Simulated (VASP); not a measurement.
The system is FeS2.

```
CELL_PARAMETERS angstrom
4.43081 0.00000 0.00000
0.00000 5.40056 0.00000
0.00000 0.00000 3.37924
ATOMIC_POSITIONS crystal
Fe 0.50000 0.50000 0.50000
Fe 0.00000 0.00000 0.00000
S 0.29905 0.87784 0.50000
S 0.70095 0.12216 0.50000
S 0.20095 0.37784 0.00000
S 0.79905 0.62216 0.00000
```

Base run:

| Item | Value |
| --- | --- |
| Program | VASP 6.6.1 |
| Functional | PBE |
| Potentials or basis | VASP PAW PBE potentials, release 64 (Fe, S) |
| Cutoff | 600 eV |
| k mesh | 4 × 4 × 6 |
| Occupations | gaussian, width 0.01 eV |
| Spin | no spin polarisation |

Its results: band gap on the k mesh 0.92 eV (least direct gap 1.19 eV); pressure 0.9 GPa; largest force 0.250 eV/Å.

The run is repeated on the same cell with these changes: dispersion from none to D3(BJ). What comes out?

Band gap on the k mesh 0.92 eV (least direct gap 1.19 eV); pressure -3.9 GPa; largest force 0.248 eV/Å.

Dispersion adds attraction, which lowers the pressure at fixed volume and, as a term added to the energy, leaves the levels alone.

Caveats: the cell stands under tension (at least some runs).

A k mesh can miss the band edges.
